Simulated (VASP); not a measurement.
# Al2O3 (Corundum) (R-3c) in VASP: further runs, part 2 of 2

VASP 6.6.1.

## 3. Single point, PBE+D3(BJ)

This run uses another cell than the first one, of 8.60 Å³/atom, 1.011 times its volume.

INCAR

```
SYSTEM = Al2O3
ALGO     = Normal         ! electronic algorithm
EDIFF    = 1E-7           ! SCF threshold, eV
ENCUT    = 520            ! plane-wave cutoff, eV
GGA      = PE             ! functional
ISIF     = 2              ! what is computed and relaxed
ISMEAR   = 0              ! smearing method
IVDW     = 12             ! dispersion correction
LASPH    = .TRUE.         ! aspherical terms in the spheres
LCHARG   = .FALSE.        ! write CHGCAR
LREAL    = .FALSE.        ! projectors in reciprocal space
LWAVE    = .FALSE.        ! write WAVECAR
NBANDS   = 35             ! bands
NELM     = 60             ! most SCF steps
PREC     = Accurate       ! precision mode
SIGMA    = 0.02           ! smearing width, eV
```

KPOINTS

```
k-points
0
G
  6 6 6
  0 0 0
```

POSCAR

```
Al2O3
1.0
    2.3898904673      1.3798039046      4.3458426539
   -2.3898904673      1.3798039046      4.3458426539
    0.0000000000     -2.7596078092      4.3458426539
Al O
4 6
Direct
    0.3521071838      0.3521071838      0.3521071838
    0.1478928162      0.1478928162      0.1478928162
    0.6478928162      0.6478928162      0.6478928162
    0.8521071838      0.8521071838      0.8521071838
    0.5564120116      0.9435879884      0.2500000000
    0.2500000000      0.5564120116      0.9435879884
    0.9435879884      0.2500000000      0.5564120116
    0.4435879884      0.0564120116      0.7500000000
    0.7500000000      0.4435879884      0.0564120116
    0.0564120116      0.7500000000      0.4435879884
```

Potentials or basis: VASP PAW PBE potentials, release 64 (Al, O).

Run with:

```bash
$ cat potpaw_PBE.64/Al/POTCAR potpaw_PBE.64/O/POTCAR > POTCAR
$ mpirun -np 1 vasp_std > vasp.out
```

OUTCAR:

```text
SYSTEM = Al2O3
   EDIFF = 1E-7
   ENCUT = 520
   GGA = PE
   ISIF = 2
   ISMEAR = 0
   IVDW = 12
   LASPH = .TRUE.
   LREAL = .FALSE.
   NELM = 60
   PREC = Accurate
 IVDW          = 12

 ion  position               nearest neighbor table
   1  0.352  0.352  0.352-   9 1.86   8 1.86  10 1.86   7 1.98   6 1.98   5 1.98   2 2.66   3 2.80
                             3 2.80   3 2.80   2 3.23   2 3.23   2 3.23
   2  0.148  0.148  0.148-  10 1.86   8 1.86   9 1.86   7 1.98   6 1.98   5 1.98   1 2.66   4 2.80
                             4 2.80   4 2.80   1 3.23   1 3.23   1 3.23
   3  0.648  0.648  0.648-   6 1.86   5 1.86   7 1.86   9 1.98  10 1.98   8 1.98   4 2.66   1 2.80
                             1 2.80   1 2.80   4 3.23   4 3.23   4 3.23
   4  0.852  0.852  0.852-   7 1.86   5 1.86   6 1.86   9 1.98  10 1.98   8 1.98   3 2.66   2 2.80
                             2 2.80   2 2.80   3 3.23   3 3.23   3 3.23
   5  0.556  0.944  0.250-   3 1.86   4 1.86   1 1.98   2 1.98
   6  0.250  0.556  0.944-   3 1.86   4 1.86   1 1.98   2 1.98
   7  0.944  0.250  0.556-   4 1.86   3 1.86   1 1.98   2 1.98
   8  0.444  0.056  0.750-   1 1.86   2 1.86   3 1.98   4 1.98
   9  0.750  0.444  0.056-   1 1.86   2 1.86   3 1.98   4 1.98
  10  0.056  0.750  0.444-   2 1.86   1 1.86   3 1.98   4 1.98

  LATTYP: Found a trigonal (rhomboedric) cell.
 ALAT       =     5.1479883094
 COS(alpha) =     0.5689666383

  Lattice vectors:

 A1 = (   2.3898904673,   1.3798039046,   4.3458426539)
 A2 = (  -2.3898904673,   1.3798039046,   4.3458426539)
 A3 = (   0.0000000000,  -2.7596078092,   4.3458426539)

Analysis of symmetry for initial positions (statically):
=====================================================================
 Subroutine PRICEL returns:
 Original cell was already a primitive cell.

 Routine SETGRP: Setting up the symmetry group for a
 trigonal (rhombohedral) supercell.

 Subroutine GETGRP returns: Found 12 space group operations
 (whereof  6 operations were pure point group operations)
 out of a pool of 12 trial point group operations.

The static configuration has the point symmetry S_6 .
 The point group associated with its full space group is D_3d.

Analysis of symmetry for dynamics (positions and initial velocities):
=====================================================================
 Subroutine PRICEL returns:
 Original cell was already a primitive cell.

 Routine SETGRP: Setting up the symmetry group for a
 trigonal (rhombohedral) supercell.

 Subroutine GETGRP returns: Found 12 space group operations
 (whereof  6 operations were pure point group operations)
 out of a pool of 12 trial point group operations.

The dynamic configuration has the point symmetry S_6 .
 The point group associated with its full space group is D_3d.

 Subroutine INISYM returns: Found 12 space group operations
 (whereof  6 operations are pure point group operations),
 and found     1 'primitive' translations

----------------------------------------------------------------------------------------

                                     Primitive cell

  volume of cell :      85.9846

  direct lattice vectors                    reciprocal lattice vectors
     2.389890467  1.379803905  4.345842654     0.209214609  0.120790111  0.076701657
    -2.389890467  1.379803905  4.345842654    -0.209214609  0.120790111  0.076701657
     0.000000000 -2.759607809  4.345842654     0.000000000 -0.241580222  0.076701657

  length of vectors
     5.147988309  5.147988309  5.147988309     0.253464293  0.253464293  0.253464293
[... 83 lines left out ...]
   dimension x,y,z NGXF=    80 NGYF=   80 NGZF=   80
   ions per type =               4   6
   NGX,Y,Z   is equivalent  to a cutoff of  12.92, 12.92, 12.92 a.u.
   NGXF,Y,Z  is equivalent  to a cutoff of  25.83, 25.83, 25.83 a.u.
 SYSTEM =  Al2O3
   PREC   = accura    normal or accurate (medium, high low for compatibility)
   ISTART =      0    job   : 0-new  1-cont  2-samecut
   ICHARG =      2    charge: 1-file 2-atom 10-const
   ISPIN  =      1    spin polarized calculation?
   LNONCOLLINEAR =      F non collinear calculations
   LSORBIT =      F    spin-orbit coupling
   LASPH  =      T    aspherical Exc in radial PAW
   ENCUT  =  520.0 eV  38.22 Ry    6.18 a.u.   9.57  9.57  9.57*2*pi/ulx,y,z
   NELM   =     60;   NELMIN=  2; NELMDL= -5     # of ELM steps
   EDIFF  = 0.1E-06   stopping-criterion for ELM
   LREAL  =      F    real-space projection
   EDIFFG = 0.1E-05   stopping-criterion for IOM
   NSW    =      0    number of steps for IOM
   IBRION =     -1    ionic relax: 0-MD 1-quasi-New 2-CG
   NFREE  =      0    steps in history (QN), initial steepest desc. (CG)
   ISIF   =      2    stress and relaxation
   ISYM   =      2    0-nonsym 1-usesym 2-fastsym
   POTIM  = 0.5000    time-step for ionic-motion
   TEBEG  =    0.0;   TEEND  =   0.0 temperature during run
   PSTRESS=    0.0 pullay stress
   NELECT =      48.0000    total number of electrons
   NUPDOWN=      -1.0000    fix difference up-down
   EMIN   =  10.00;   EMAX   =-10.00  energy-range for DOS
   EFERMI =   0.00;   METHOD = LEGACY
   ISMEAR =     0;   SIGMA  =   0.02  broadening in eV -4-tet -1-fermi 0-gaus
   EFERMI_NEDOS =   21; number of points for ismear=-14 and -15
   IALGO  =     38    algorithm
   IMIX   =      4    mixing-type and parameters
     AMIX     =   0.40;   BMIX     =  1.00
     AMIX_MAG =   1.60;   BMIX_MAG =  1.00
  volume/ion in A,a.u.               =       8.60        58.03
  Fermi-wavevector in a.u.,A,eV,Ry     =   1.347975  2.547303 24.722269  1.817035
  Thomas-Fermi vector in A             =   2.475681
   LORBIT       =      0    0 simple, 1 ext, 2 COOP (PROOUT), +10 PAW based schemes
   GGA     = PE    functional components
   LHFCALC =     F    Hartree Fock is set to
   AEXX    =    0.0000 exact exchange contribution
   IVDW    =    12    specifies the selected vdW correction
   LEPSILON=     F    determine dielectric tensor
   LRPA    =     F    only Hartree local field effects (RPA)
 non-spin polarized calculation
 Gauss-broadening in eV      SIGMA  =   0.02
  energy-cutoff  :      520.00
  volume of cell :       85.98
 maximum number of plane-waves:      2332
 NGX is ok and might be reduce to    40
   NGX = 19   NGY = 19   NGZ = 19

 number of electron      48.0000012 magnetization

 Free energy of the ion-electron system (eV)
  ---------------------------------------------------
  ext. energy  EPLUGINS =         0.00000000
  ---------------------------------------------------
  free energy    TOTEN  =       -74.78892691 eV

  energy without entropy =      -74.78892691  energy(sigma->0) =      -74.78892691

 E-fermi :   6.1828     XC(G=0): -11.6296

 val. band max:        6.0146480237   @ k =   0.0000   0.0000   0.0000
 cond. band min:      12.0869896071   @ k =   0.0000   0.0000   0.0000
 fundamental gap:      6.0723415835
 Fermi energy:         6.1828360867

 k-point     1 :       0.0000    0.0000    0.0000
  band No.  band energies     occupation
      1     -13.1456      2.00000
      2     -10.8519      2.00000
      3     -10.5826      2.00000
      4     -10.5826      2.00000
      5     -10.2697      2.00000
      6     -10.2697      2.00000
[... 901 lines left out ...]
     34      19.3513      0.00000
     35      19.4787      0.00000

 [... further k-points ...]

------------------------ aborting loop because EDIFF is reached ----------------------------------------

 Edisp (eV)   -2.34012

 E8    (eV) :    -0.8836

  FORCE on cell =-STRESS in cart. coord.  units (eV):
  Direction    XX          YY          ZZ          XY          YZ          ZX
  --------------------------------------------------------------------------------------
  -------------------------------------------------------------------------------------
  Total      -0.07377    -0.07377    -0.09070     0.00000     0.00000    -0.00000
  in kB      -1.37450    -1.37450    -1.69011     0.00000     0.00000    -0.00000
  external pressure =       -1.48 kB  Pullay stress =        0.00 kB

 VOLUME and BASIS-vectors are now :
 -----------------------------------------------------------------------------
  energy-cutoff  :      520.00
  volume of cell :       85.98
      direct lattice vectors                 reciprocal lattice vectors
     2.389890467  1.379803905  4.345842654     0.209214609  0.120790111  0.076701657
    -2.389890467  1.379803905  4.345842654    -0.209214609  0.120790111  0.076701657
     0.000000000 -2.759607809  4.345842654     0.000000000 -0.241580222  0.076701657

 POSITION                                       TOTAL-FORCE (eV/Angst)
 -----------------------------------------------------------------------------------
      0.00000      0.00000      4.59061        -0.000000     -0.000000      0.001760
      0.00000      0.00000      1.92816        -0.000000     -0.000000     -0.001760
      0.00000      0.00000      8.44692        -0.000000     -0.000000     -0.001760
      0.00000      0.00000     11.10937        -0.000000     -0.000000      0.001760
     -0.92531      1.37980      7.60522        -0.001639     -0.000000      0.000000
     -0.73229     -1.49124      7.60522         0.000819     -0.001419      0.000000
      1.65760      0.11144      7.60522         0.000819      0.001419      0.000000
      0.92531     -1.37980      5.43230         0.001639     -0.000000      0.000000
      0.73229      1.49124      5.43230        -0.000819      0.001419      0.000000
     -1.65760     -0.11144      5.43230        -0.000819     -0.001419      0.000000
 -----------------------------------------------------------------------------------
    total drift:                               -0.000000      0.000000      0.000000

  FREE ENERGIE OF THE ION-ELECTRON SYSTEM (eV)
  ---------------------------------------------------
  free  energy   TOTEN  =       -77.1290511334 eV

  energy  without entropy=      -77.1290511334  energy(sigma->0) =      -77.12905113
```

Wall time 83 s (1 thread of Intel Xeon Platinum 8488C (Sapphire Rapids), shared host); peak memory 0.27 GiB.

What came out:

```
Free energy                : -77.1291 eV
Pressure                   : -0.1 GPa
Band gap on the k mesh     : 6.07 eV, direct
Dispersion energy per atom : -0.234 eV
```

## 4. Relaxation of cell and atoms, PBE+D3(BJ)

INCAR

```
SYSTEM = Al2O3
  PREC = Accurate
  ENCUT = 600
  EDIFF = 1E-6
  ISMEAR = 0
  SIGMA = 0.02
  LREAL = .FALSE.
  LASPH = .TRUE.
  NELM = 60
  ALGO = Normal
  ISIF = 3
  LWAVE = .FALSE.
  LCHARG = .FALSE.
  GGA = PE
  IVDW = 12
  IBRION = 2
  NSW = 100
  EDIFFG = -0.005
```

KPOINTS

```
Automatic mesh
0
G
  6 6 6
  0 0 0
```

POSCAR

```
Al2O3
1.0
    2.3802500000      1.3742379782      4.3318666667
   -2.3802500000      1.3742379782      4.3318666667
    0.0000000000     -2.7484759565      4.3318666667
Al O
4 6
Direct
    0.3521600000      0.3521600000      0.3521600000
    0.1478400000      0.1478400000      0.1478400000
    0.6478400000      0.6478400000      0.6478400000
    0.8521600000      0.8521600000      0.8521600000
    0.5566800000      0.9433200000      0.2500000000
    0.2500000000      0.5566800000      0.9433200000
    0.9433200000      0.2500000000      0.5566800000
    0.4433200000      0.0566800000      0.7500000000
    0.7500000000      0.4433200000      0.0566800000
    0.0566800000      0.7500000000      0.4433200000
```

Run with:

```bash
$ cat potpaw_PBE.64/Al/POTCAR potpaw_PBE.64/O/POTCAR > POTCAR
$ mpirun -np 1 vasp_std > vasp.out
```

Wall time 3.9 min (1 thread of Intel Xeon Platinum 8488C (Sapphire Rapids), shared host); peak memory 0.32 GiB.

The run converged. Its results:

```
Free energy                            : -77.1465 eV
Relaxed volume                         : 8.58 Å³/atom
Relaxed cell                           : a = 5.145 Å, b = 5.145 Å, c = 5.145 Å, α = 55.33°, β = 55.33°, γ = 55.33°
Space group after relaxing (to 0.05 Å) : R-3c (No. 167)
Energy gained by relaxing              : 0.6 meV/atom
Ionic steps                            : 5
Pressure after relaxing                : 0.0 GPa
Largest force after relaxing           : 0.004 eV/Å
Band gap on the k mesh                 : 6.10 eV, direct
Dispersion energy per atom             : -0.234 eV
```

Forces in eV/Å, atoms in the order of the input:
```
Al   0.000  0.000  0.004
Al   0.000  0.000 -0.004
Al   0.000  0.000 -0.004
Al   0.000  0.000  0.004
O    0.001  0.000  0.000
O    0.000  0.001  0.000
O    0.000 -0.001  0.000
O   -0.001  0.000  0.000
O    0.000 -0.001  0.000
O    0.000  0.001  0.000
```

Step by step:
| step | energy change (eV) | largest force (eV/Å) | pressure (GPa) | volume (Å³) |
| --- | --- | --- | --- | --- |
| 1 | 0.0000 | 0.0293 | 2.29 | 85.02 |
| 2 | -0.0014 | 0.0205 | -1.95 | 86.52 |
| 3 | -0.0058 | 0.0172 | -0.01 | 85.82 |
| 4 | -0.0058 | 0.0173 | -0.06 | 85.83 |
| 5 | -0.0058 | 0.0039 | -0.04 | 85.83 |

Final structure:
```xyz
10
Lattice="2.3885 1.3790 4.3429 -2.3885 1.3790 4.3429 0.0000 -2.7581 4.3429" Properties=species:S:1:pos:R:3 pbc="T T T"
Al    0.0000    0.0000    4.5873
Al    0.0000    0.0000    1.9270
Al    0.0000    0.0000    8.4414
Al    0.0000    0.0000   11.1017
O    -0.9249    1.3790    7.6001
O    -0.7318   -1.4905    7.6001
O     1.6567    0.1115    7.6001
O     0.9249   -1.3790    5.4286
O     0.7318    1.4905    5.4286
O    -1.6567   -0.1114    5.4286
```

Levels at points of the mesh, in eV from the valence-band top:
| k point | band 22 | band 23 | band 24 | band 25 | band 26 | band 27 |
| --- | --- | --- | --- | --- | --- | --- |
| (0.00, 0.00, 0.00) | -0.05 | -0.05 | 0.00 | 6.10 | 9.05 | 10.62 |
| (0.50, 0.00, 0.00) | -0.89 | -0.27 | -0.27 | 9.36 | 9.36 | 9.54 |
| (0.50, 0.50, 0.00) | -0.91 | -0.73 | -0.25 | 9.58 | 9.61 | 9.83 |
| (0.50, 0.50, 0.50) | -0.38 | -0.38 | -0.38 | 8.56 | 8.56 | 11.01 |

A k mesh can miss the band edges. A hybrid or GW would open this gap; PBE tends to underestimate it.

## 5. Overview

| task | cell | cutoff (eV) | smearing | gap on the mesh (eV) | pressure (GPa) |
| --- | --- | --- | --- | --- | --- |
| single point | a = 5.130 Å, angles 55.3°, 10 atoms | 520 | gaussian 0.1 eV | 6.22 | 2.6 |
| single point | a = 5.148 Å, angles 55.3°, 10 atoms | 520 | gaussian 0.02 eV | 6.07 | -0.1 |
| relaxation of cell and atoms | relaxed from a = 5.130 Å, angles 55.3°, 10 atoms | 600 | gaussian 0.02 eV | 6.10 | 0.0 |

Alike in all rows: level PBE+D3(BJ); potentials or basis VASP PAW PBE potentials, release 64 (Al, O); no spin polarisation; k mesh 6 × 6 × 6.

Total energies depend on the potentials used, so only differences within one code and one set of settings carry meaning.

## 6. How close it comes

Step 2. A measured gap of Al2O3 is 8.7 eV (optical; quoted in “Multi-petahertz electron interference in Cr:Al2O3 solid-state material”, 2018, pmc:5906618); the calculated 6.22 eV misses it by -2.48 eV. The value is that of PBE+D3(BJ) on a finite k mesh, which can miss the band edges, without temperature or zero-point motion. Semilocal functionals fall short of measured gaps as a rule.

Step 3. A measured gap of Al2O3 is 8.7 eV (optical; quoted in “Multi-petahertz electron interference in Cr:Al2O3 solid-state material”, 2018, pmc:5906618); the calculated 6.07 eV misses it by -2.63 eV. The value is that of PBE+D3(BJ) on a finite k mesh, which can miss the band edges, without temperature or zero-point motion. Semilocal functionals fall short of measured gaps as a rule.
